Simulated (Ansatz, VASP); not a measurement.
# Two plane-wave programs on SnRu4

File INCAR:

```
SYSTEM = SnRu4
PREC     = Accurate       ! precision mode
ENCUT    = 520            ! plane-wave cutoff, eV
EDIFF    = 1E-6           ! SCF threshold, eV
ISMEAR   = 0              ! smearing method
SIGMA    = 0.1            ! smearing width, eV
LREAL    = .False.        ! projectors in reciprocal space
LASPH    = .True.         ! aspherical terms in the spheres
NELM     = 60             ! most SCF steps
ALGO     = Fast           ! electronic algorithm
ISIF     = 2              ! what is computed and relaxed
LWAVE    = .False.        ! write WAVECAR
LCHARG   = .False.        ! write CHGCAR
GGA      = PE             ! functional
NBANDS   = 43             ! bands
```

File KPOINTS:

```
regular mesh
0
Gamma
  4 4 6
  0 0 0
```

Contents of POSCAR:

```
SnRu4
1.0
    3.3954991200     -3.5655097500      0.0000000000
    3.3954991200      3.5655097500      0.0000000000
    0.0000000000      0.0000000000      3.0490545700
Sn Ru
1 4
Direct
    0.0000000000      0.0000000000      0.0000000000
    0.8105999900      0.1894000100      0.5000000000
    0.1894000100      0.8105999900      0.5000000000
    0.2852000000      0.2852000000      0.0000000000
    0.7148000000      0.7148000000      0.0000000000
```

Input for Ansatz:

```yaml
crystal:
  lattice:
    - [3.39549912, -3.56550975, 0.0]
    - [3.39549912, 3.56550975, 0.0]
    - [0.0, 0.0, 3.04905457]
  atoms:
    - { symbol: Sn, position: [0.0, 0.0, 0.0] }
    - { symbol: Ru, position: [0.81059999, 0.18940001, 0.5] }
    - { symbol: Ru, position: [0.18940001, 0.81059999, 0.5] }
    - { symbol: Ru, position: [0.2852, 0.2852, 0.0] }
    - { symbol: Ru, position: [0.7148, 0.7148, 0.0] }
basis:
  ecutwfc: 420
kpoints:
  mp_grid: { grid: [4, 4, 6] }
hamiltonian:
  xc: pbe
scf:
  occupations: { method: gaussian, width: 0.1 }
  lower_state_search: "off"
output:
  forces: true
  stress: true
  eigenvalues: true
```

Change from the starting cell: species swapped into the OsCl4 type (Cmmm, No. 65).

Alike in both runs: task single point; functional PBE; k mesh 4 × 4 × 6; occupations gaussian, width 0.1 eV; no spin polarisation.

```csv
,VASP,Ansatz
version,VASP 6.6.1,Ansatz 0.2.0
potentials or method,"VASP PAW PBE potentials, release 64 (Sn_d, Ru_pv), cutoff 520 eV","scalar-relativistic, plane waves, PAW"
valence electrons in the cell,70,78
```

Ansatz gave:

| Item | Value |
| --- | --- |
| gap on the k mesh at the Fermi level (eV) | none |
| rms of the force components (eV/Å) | 12.369 |

Task: Which values does VASP return?

Result: gap on the k mesh at the Fermi level (eV): none; rms of the force components (eV/Å): 12.349.

Atom by atom the forces differ by 0.172 eV/Å (rms over components). A gap of «none» marks a metal or a gap that the smearing closes. VASP's potentials hold 70 valence electrons a cell and Ansatz's 78, so a difference there can come from the potentials and not from the codes.
